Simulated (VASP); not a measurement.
# Co (P6_3/mmc) in VASP: notebook

The runs below take Co through single point, with b88 exchange, pbe correlation, RPBE.

All numbers are computed with VASP 6.6.1; they aren't measurements. Logs are shortened: lines on timing, memory, paths and dates and some standing lists are left out, and cuts for length are marked.

### Step 1. The cell of the first run

It takes space group P6_3/mmc (No. 194, hexagonal). The conventional cell has a = 2.487 Å, b = 2.487 Å, c = 8.142 Å, α = 90.00°, β = 90.00°, γ = 120.00°. Co (site symmetry -6m2) has 12 Co at 2.49 Å within 3.3 Å. Within 3.3 Å of Co (site symmetry -3m) lie 12 Co at 2.49 Å.

### Step 2. Single point, b88 exchange, pbe correlation, collinear spin, ferromagnetic start

INCAR reads:

```
SYSTEM = Co
  PREC = Accurate
  ENCUT = 600
  EDIFF = 1E-6
  ISMEAR = -1
  SIGMA = 0.05
  LREAL = .False.
  LASPH = .True.
  NELM = 200
  ALGO = Normal
  ISIF = 2
  LWAVE = .False.
  LCHARG = .True.
  ISPIN = 2
  MAGMOM = 2 2 2 2
  LORBIT = 11
  LMAXMIX = 4
  GGA = LIBXC
  LIBXC1 = GGA_X_B88
  LIBXC2 = GGA_C_PBE
  LELF = .True.
  LVHAR = .True.
  NBANDS = 30
  GGA_COMPAT = .False.
```

KPOINTS reads:

```
Automatic mesh
0
Gamma
  12 12 4
  0 0 0
```

POSCAR reads:

```
Co
1.0
    2.4869235940      0.0000000000      0.0000000000
   -1.2434617971      2.1537390097      0.0000000000
    0.0000000000      0.0000000000      8.1417998233
Co
4
Direct
    0.6666666667      0.3333333333      0.7500000000
    0.0000000000      0.0000000000      0.5000000000
    0.3333333333      0.6666666667      0.2500000000
    0.0000000000      0.0000000000      0.0000000000
```

Potentials or basis: VASP PAW PBE potentials, release 64 (Co).

Run with:

```console
cat potpaw_PBE.64/Co/POTCAR > POTCAR
mpirun -np 1 vasp_std > vasp.out
```

OUTCAR:

```text
SYSTEM = Co
   PREC = Accurate
   ENCUT = 600
   EDIFF = 1E-6
   ISMEAR = -1
   LREAL = .False.
   LASPH = .True.
   NELM = 200
   ISIF = 2
   ISPIN = 2
   LORBIT = 11
   GGA = LIBXC

 ion  position               nearest neighbor table
   1  0.667  0.333  0.750-   2 2.49   4 2.49   2 2.49   4 2.49   2 2.49   4 2.49
   2  0.000  0.000  0.500-   1 2.49   3 2.49   1 2.49   3 2.49   1 2.49   3 2.49
   3  0.333  0.667  0.250-   2 2.49   4 2.49   2 2.49   4 2.49   2 2.49   4 2.49
   4  0.000  0.000  0.000-   1 2.49   3 2.49   1 2.49   3 2.49   1 2.49   3 2.49

  LATTYP: Found a hexagonal cell.
 ALAT       =     2.4869235940
 C/A-ratio  =     3.2738439745

  Lattice vectors:

 A1 = (   2.4869235940,   0.0000000000,   0.0000000000)
 A2 = (  -1.2434617971,   2.1537390097,   0.0000000000)
 A3 = (   0.0000000000,   0.0000000000,   8.1417998233)

Analysis of symmetry for initial positions (statically):
=====================================================================
 Subroutine PRICEL returns:
 Original cell was already a primitive cell.

 Routine SETGRP: Setting up the symmetry group for a
 hexagonal supercell.

 Subroutine GETGRP returns: Found 24 space group operations
 (whereof 12 operations were pure point group operations)
 out of a pool of 24 trial point group operations.

The static configuration has the point symmetry D_3d.
 The point group associated with its full space group is D_6h.

Analysis of symmetry for dynamics (positions and initial velocities):
=====================================================================
 Subroutine PRICEL returns:
 Original cell was already a primitive cell.

 Routine SETGRP: Setting up the symmetry group for a
 hexagonal supercell.

 Subroutine GETGRP returns: Found 24 space group operations
 (whereof 12 operations were pure point group operations)
 out of a pool of 24 trial point group operations.

The dynamic configuration has the point symmetry D_3d.
 The point group associated with its full space group is D_6h.

Analysis of structural, dynamic, and magnetic symmetry:
=====================================================================
 Subroutine PRICEL returns:
 Original cell was already a primitive cell.

 Routine SETGRP: Setting up the symmetry group for a
 hexagonal supercell.

 Subroutine GETGRP returns: Found 24 space group operations
 (whereof 12 operations were pure point group operations)
 out of a pool of 24 trial point group operations.

The overall configuration has the point symmetry D_3d.
 The point group associated with its full space group is D_6h.

 Subroutine INISYM returns: Found 24 space group operations
 (whereof 12 operations are pure point group operations),
 and found     1 'primitive' translations

----------------------------------------------------------------------------------------

                                     Primitive cell

  volume of cell :      43.6090

  direct lattice vectors                    reciprocal lattice vectors
     2.486923594  0.000000000  0.000000000     0.402103226  0.232154406  0.000000000
    -1.243461797  2.153739010  0.000000000     0.000000000  0.464308812  0.000000000
     0.000000000  0.000000000  8.141799823     0.000000000  0.000000000  0.122822966

  length of vectors
     2.486923594  2.486923594  8.141799823     0.464308812  0.464308812  0.122822966

  position of ions in fractional coordinates (direct lattice)
     0.666666667  0.333333333  0.750000000
     0.000000000  0.000000000  0.500000000
     0.333333333  0.666666667  0.250000000
     0.000000000  0.000000000  0.000000000

  ion indices of the primitive-cell ions
   primitive index   ion index
                 1           1
                 2           2
                 3           3
                 4           4

----------------------------------------------------------------------------------------

 KPOINTS: Automatic mesh

Automatic generation of k-mesh.
 Grid dimensions read from file:
 generate k-points for:   12   12    4

 Generating k-lattice:

  Cartesian coordinates                     Fractional coordinates (reciprocal lattice)
     0.033508602  0.019346200  0.000000000     0.083333333  0.000000000  0.000000000
     0.000000000  0.038692401  0.000000000     0.000000000  0.083333333  0.000000000
     0.000000000  0.000000000  0.030705741     0.000000000  0.000000000  0.250000000

  Length of vectors
     0.038692401  0.038692401  0.030705741

  Shift w.r.t. Gamma in fractional coordinates (k-lattice)
     0.000000000  0.000000000  0.000000000

 Subroutine IBZKPT returns following result:
 ===========================================

 Found     57 irreducible k-points:

 Following reciprocal coordinates:
            Coordinates               Weight
  0.000000  0.000000  0.000000      1.000000
  0.083333 -0.000000  0.000000      6.000000
  0.166667 -0.000000  0.000000      6.000000
  0.250000 -0.000000  0.000000      6.000000
  0.333333 -0.000000  0.000000      6.000000
  0.416667  0.000000  0.000000      6.000000
[... 16 lines left out ...]
  0.250000 -0.000000  0.250000     12.000000
  0.333333 -0.000000  0.250000     12.000000
 [... further k-points ...]
   k-points           NKPTS =     57   k-points in BZ     NKDIM =     57   number of bands    NBANDS=     30
   number of dos      NEDOS =    301   number of ions     NIONS =      4
   total plane-waves  NPLWV =  28000
   dimension x,y,z NGX =    20 NGY =   20 NGZ =   70
   dimension x,y,z NGXF=    40 NGYF=   40 NGZF=  140
   ions per type =               4
   NGX,Y,Z   is equivalent  to a cutoff of  13.37, 13.37, 14.29 a.u.
   NGXF,Y,Z  is equivalent  to a cutoff of  26.74, 26.74, 28.59 a.u.
 SYSTEM =  Co
   PREC   = accura    normal or accurate (medium, high low for compatibility)
   ISTART =      0    job   : 0-new  1-cont  2-samecut
   ICHARG =      2    charge: 1-file 2-atom 10-const
   ISPIN  =      2    spin polarized calculation?
   LNONCOLLINEAR =      F non collinear calculations
   LSORBIT =      F    spin-orbit coupling
   LASPH  =      T    aspherical Exc in radial PAW
   ENCUT  =  600.0 eV  44.10 Ry    6.64 a.u.   4.97  4.97 16.26*2*pi/ulx,y,z
   NELM   =    200;   NELMIN=  2; NELMDL= -5     # of ELM steps
   EDIFF  = 0.1E-05   stopping-criterion for ELM
   LREAL  =      F    real-space projection
   EDIFFG = 0.1E-04   stopping-criterion for IOM
   NSW    =      0    number of steps for IOM
   IBRION =     -1    ionic relax: 0-MD 1-quasi-New 2-CG
   NFREE  =      0    steps in history (QN), initial steepest desc. (CG)
   ISIF   =      2    stress and relaxation
   ISYM   =      2    0-nonsym 1-usesym 2-fastsym
   POTIM  = 0.5000    time-step for ionic-motion
   TEBEG  =    0.0;   TEEND  =   0.0 temperature during run
   PSTRESS=    0.0 pullay stress
   NELECT =      36.0000    total number of electrons
   NUPDOWN=      -1.0000    fix difference up-down
   EMIN   =  10.00;   EMAX   =-10.00  energy-range for DOS
   EFERMI =   0.00;   METHOD = LEGACY
   ISMEAR =    -1;   SIGMA  =   0.05  broadening in eV -4-tet -1-fermi 0-gaus
   EFERMI_NEDOS =   21; number of points for ismear=-14 and -15
   IALGO  =     38    algorithm
   IMIX   =      4    mixing-type and parameters
     AMIX     =   0.40;   BMIX     =  1.00
     AMIX_MAG =   1.60;   BMIX_MAG =  1.00
  volume/ion in A,a.u.               =      10.90        73.57
  Fermi-wavevector in a.u.,A,eV,Ry     =   1.535738  2.902123 32.089204  2.358490
  Thomas-Fermi vector in A             =   2.642484
   LORBIT       =     11    0 simple, 1 ext, 2 COOP (PROOUT), +10 PAW based schemes
   GGA     = LIBXC    functional components
   LHFCALC =     F    Hartree Fock is set to
   AEXX    =    0.0000 exact exchange contribution
   IVDW    =     0    specifies the selected vdW correction
   LEPSILON=     F    determine dielectric tensor
   LRPA    =     F    only Hartree local field effects (RPA)
 spin polarized calculation
  energy-cutoff  :      600.00
  volume of cell :       43.61
 maximum number of plane-waves:      1491
 NGX is ok and might be reduce to    20
   NGX =  9   NGY =  9   NGZ = 33

 number of electron      36.0000002 magnetization       6.6155611

 Free energy of the ion-electron system (eV)
  ---------------------------------------------------
  ext. energy  EPLUGINS =         0.00000000
  ---------------------------------------------------
  free energy    TOTEN  =       -27.71116029 eV

  energy without entropy =      -27.67678286  energy(sigma->0) =      -27.69397158

 E-fermi :  10.1883     XC(G=0): -13.3936

 val. band max:       10.1858274749   @ k =   0.1667   0.0833   0.0000
 cond. band min:      10.1996795087   @ k =   0.2500   0.0833   0.2500
 fundamental gap:      0.0138520338
 Fermi energy:        10.1882765419

 spin component 1

 k-point     1 :       0.0000    0.0000    0.0000
  band No.  band energies     occupation
      1       1.2580      1.00000
      2       3.4441      1.00000
      3       3.4707      1.00000
      4       5.0197      1.00000
      5       7.1654      1.00000
      6       7.1994      1.00000
[... 781 lines left out ...]
     29      24.7589      0.00000
     30      25.6112      0.00000

 [... further k-points ...]

 spin component 2

 k-point     1 :       0.0000    0.0000    0.0000
  band No.  band energies     occupation
      1       1.2994      1.00000
      2       3.5673      1.00000
      3       3.5707      1.00000
      4       5.9596      1.00000
      5       8.5114      1.00000
      6       8.5768      1.00000
[... 781 lines left out ...]
     29      25.1554      0.00000
     30      26.0358      0.00000

 [... further k-points ...]

------------------------ aborting loop because EDIFF is reached ----------------------------------------

  FORCE on cell =-STRESS in cart. coord.  units (eV):
  Direction    XX          YY          ZZ          XY          YZ          ZX
  --------------------------------------------------------------------------------------
  -------------------------------------------------------------------------------------
  Total        0.0436720      0.0436720     -0.9226331     -0.0000000      0.0000000      0.0000000
  in kB        1.6044932      1.6044932    -33.8971901     -0.0000000      0.0000000      0.0000000
  external PRESSURE =     -10.2294012 kB  Pullay stress =       0.0000000 kB

 VOLUME and BASIS-vectors are now :
 -----------------------------------------------------------------------------
  energy-cutoff  :      600.00
  volume of cell :       43.61
      direct lattice vectors                 reciprocal lattice vectors
     2.486923594  0.000000000  0.000000000     0.402103226  0.232154406  0.000000000
    -1.243461797  2.153739010  0.000000000     0.000000000  0.464308812  0.000000000
     0.000000000  0.000000000  8.141799823     0.000000000  0.000000000  0.122822966

 POSITION                                       TOTAL-FORCE (eV/Angst)
 -----------------------------------------------------------------------------------
      1.24346      0.71791      6.10635        -0.000000      0.000000     -0.000000
      0.00000      0.00000      4.07090        -0.000000      0.000000     -0.000000
     -0.00000      1.43583      2.03545         0.000000     -0.000000      0.000000
      0.00000      0.00000      0.00000        -0.000000      0.000000     -0.000000
 -----------------------------------------------------------------------------------
    total drift:                                0.000000     -0.000000      0.000000

  FREE ENERGIE OF THE ION-ELECTRON SYSTEM (eV)
  ---------------------------------------------------
  free  energy   TOTEN  =       -27.7111602926 eV

  energy  without entropy=      -27.6767828587  energy(sigma->0) =      -27.69397158

 total charge

# of ion       s       p       d       tot
------------------------------------------
    1        0.488   0.518   7.259   8.264
    2        0.488   0.515   7.266   8.269
    3        0.488   0.518   7.259   8.264
    4        0.488   0.515   7.266   8.269
--------------------------------------------------
tot          1.952   2.065  29.050  33.067

 magnetization (x)

# of ion       s       p       d       tot
------------------------------------------
    1       -0.012  -0.049   1.741   1.681
    2       -0.012  -0.046   1.719   1.661
    3       -0.012  -0.049   1.741   1.681
    4       -0.012  -0.046   1.719   1.661
--------------------------------------------------
tot         -0.048  -0.189   6.921   6.684
```

It took 2 min on 1 thread of AMD EPYC 9R45 (Zen 5), shared host; peak memory 0.24 GiB.

What came out:

```yaml
Free_energy: -27.7112 eV
Pressure: -1.0 GPa
Net_moment: 6.62 μB per cell
Site_moments: Co +1.68, +1.66 (each value once) μB
Valence_electrons_inside_the_program's_atomic_spheres: Co 8.26, 8.27 (each value once)
```

Stress tensor (GPa, compression positive):
```
 0.16  0.00  0.00
 0.00  0.16  0.00
 0.00  0.00 -3.39
```

Caveat: the PAW data sets were made with another functional, which shifts forces and pressure a little.

### Step 3. Single point, b88 exchange, pbe correlation, collinear spin, ferromagnetic start

This run uses another cell than the first one, of 11.12 Å³/atom.

INCAR reads:

```
SYSTEM = Co
ALGO = Normal ; EDIFF = 1E-6
ENCUT = 600 ; GGA = LIBXC
GGA_COMPAT = .False. ; ISIF = 2
ISMEAR = -1 ; ISPIN = 2
LASPH = .True. ; LCHARG = .False.
LIBXC1 = GGA_X_B88 ; LIBXC2 = GGA_C_PBE
LMAXMIX = 4 ; LORBIT = 11
LREAL = .False. ; LWAVE = .False.
MAGMOM = 2 2 2 2 ; NBANDS = 30
NELM = 200 ; PREC = Accurate
SIGMA = 0.05
```

KPOINTS reads:

```
k-points
0
Gamma
  12 12 4
  0 0 0
```

POSCAR reads:

```
Co
1.0
    2.5030729010      0.0000000000      0.0000000000
   -1.2515364506      2.1677247198      0.0000000000
    0.0000000000      0.0000000000      8.1946701348
Co
4
Direct
    0.6666666667      0.3333333333      0.7500000000
    0.0000000000      0.0000000000      0.5000000000
    0.3333333333      0.6666666667      0.2500000000
    0.0000000000      0.0000000000      0.0000000000
```

Potentials or basis: VASP PAW PBE potentials, release 64 (Co).

Run with:

```console
cat potpaw_PBE.64/Co/POTCAR > POTCAR
mpirun -np 1 vasp_std > vasp.out
```

Wall time 2 min (1 thread of AMD EPYC 9R45 (Zen 5), shared host); peak memory 0.24 GiB.

Results (log left out):

| Property | Result |
| --- | --- |
| Free energy | -27.6961 eV |
| Pressure | -4.8 GPa |
| Net moment | 6.68 μB per cell |
| Site moments | Co +1.70, +1.68 (each value once) μB |
| Valence electrons inside the program's atomic spheres | Co 8.23 |

Stress tensor (GPa, compression positive):
```
-3.70  0.00  0.00
 0.00 -3.70  0.00
 0.00  0.00 -7.02
```

Levels at points of the mesh, in eV from the Fermi level:
Spin up:
| k point | band 19 | band 20 | band 21 | band 22 | band 23 | band 24 | band 25 | band 26 |
| --- | --- | --- | --- | --- | --- | --- | --- | --- |
| (0.00, 0.00, 0.00) | -1.54 | -1.24 | -1.24 | -0.87 | -0.87 | -0.23 | 5.90 | 14.38 |
| (0.50, 0.00, 0.00) | -0.62 | -0.60 | 0.29 | 1.37 | 2.35 | 2.97 | 6.71 | 6.73 |
| (0.00, 0.00, 0.50) | -1.69 | -1.69 | -1.03 | -1.03 | -1.03 | -1.03 | 8.89 | 8.89 |
| (0.50, 0.00, 0.50) | -0.64 | -0.64 | 1.18 | 1.18 | 2.69 | 2.69 | 7.07 | 7.07 |
Spin down:
```csv
k point,band 11,band 12,band 13,band 14,band 15,band 16,band 17,band 18
"(0.00, 0.00, 0.00)",-1.05,-0.79,-0.79,-0.75,-0.75,-0.26,0.09,0.09
"(0.50, 0.00, 0.00)",-0.76,-0.07,-0.03,0.55,1.15,1.17,1.19,1.20
"(0.00, 0.00, 0.50)",-0.97,-0.97,-0.88,-0.88,-0.88,-0.88,0.25,0.25
"(0.50, 0.00, 0.50)",-0.78,-0.78,-0.21,-0.21,0.80,0.80,1.17,1.17
```

Caveat: the cell stands under tension; the PAW data sets were made with another functional, which shifts forces and pressure a little.

### Step 4. Single point, b88 exchange, pbe correlation, collinear spin, ferromagnetic start

This run uses another cell than the first one, of 11.33 Å³/atom.

INCAR reads:

```
SYSTEM = Co
  PREC = Accurate
  ENCUT = 600
  EDIFF = 1E-6
  ISMEAR = -1
  SIGMA = 0.05
  LREAL = .False.
  LASPH = .True.
  NELM = 200
  ALGO = Normal
  ISIF = 2
  LWAVE = .False.
  LCHARG = .False.
  ISPIN = 2
  MAGMOM = 2 2 2 2
  LORBIT = 11
  LMAXMIX = 4
  GGA = LIBXC
  LIBXC1 = GGA_X_B88
  LIBXC2 = GGA_C_PBE
  NBANDS = 30
  GGA_COMPAT = .False.
```

KPOINTS reads:

```
regular mesh
0
Gamma
  12 12 4
  0 0 0
```

POSCAR reads:

```
Co
1.0
    2.5190164704      0.0000000000      0.0000000000
   -1.2595082352      2.1815322559      0.0000000000
    0.0000000000      0.0000000000      8.2468668932
Co
4
Direct
    0.6666666667      0.3333333333      0.7500000000
    0.0000000000      0.0000000000      0.5000000000
    0.3333333333      0.6666666667      0.2500000000
    0.0000000000      0.0000000000      0.0000000000
```

Run with:

```console
cat potpaw_PBE.64/Co/POTCAR > POTCAR
mpirun -np 1 vasp_std > vasp.out
```

It took 2 min on 1 thread of AMD EPYC 9R45 (Zen 5), shared host; peak memory 0.24 GiB.

Results (log left out):

```
Free energy                                           : -27.6621 eV
Pressure                                              : -8.2 GPa
Net moment                                            : 6.74 μB per cell
Site moments                                          : Co +1.72, +1.70 (each value once) μB
Valence electrons inside the program's atomic spheres : Co 8.19, 8.20 (each value once)
```

Stress tensor (GPa, compression positive):
```
 -7.14   0.00   0.00
  0.00  -7.14   0.00
  0.00   0.00 -10.17
```

Levels at points of the mesh, in eV from the Fermi level:
Spin up:
```csv
k point,band 19,band 20,band 21,band 22,band 23,band 24,band 25,band 26
"(0.00, 0.00, 0.00)",-1.56,-1.26,-1.26,-0.90,-0.90,-0.22,5.74,14.17
"(0.50, 0.00, 0.00)",-0.66,-0.65,0.29,1.35,2.28,2.89,6.54,6.56
"(0.00, 0.00, 0.50)",-1.70,-1.70,-1.06,-1.06,-1.06,-1.06,8.72,8.72
"(0.50, 0.00, 0.50)",-0.68,-0.68,1.13,1.13,2.62,2.62,6.91,6.91
```
Spin down:
```tsv
k point	band 12	band 13	band 14	band 15	band 16	band 17
(0.00, 0.00, 0.00)	-0.76	-0.76	-0.72	-0.72	-0.25	0.09
(0.50, 0.00, 0.00)	-0.06	-0.02	0.55	1.13	1.15	1.17
(0.00, 0.00, 0.50)	-0.94	-0.85	-0.85	-0.85	-0.85	0.26
(0.50, 0.00, 0.50)	-0.75	-0.20	-0.20	0.79	0.79	1.15
```

Caveat: the cell stands under tension; the PAW data sets were made with another functional, which shifts forces and pressure a little.

(Part 1 of 2 ends here.)
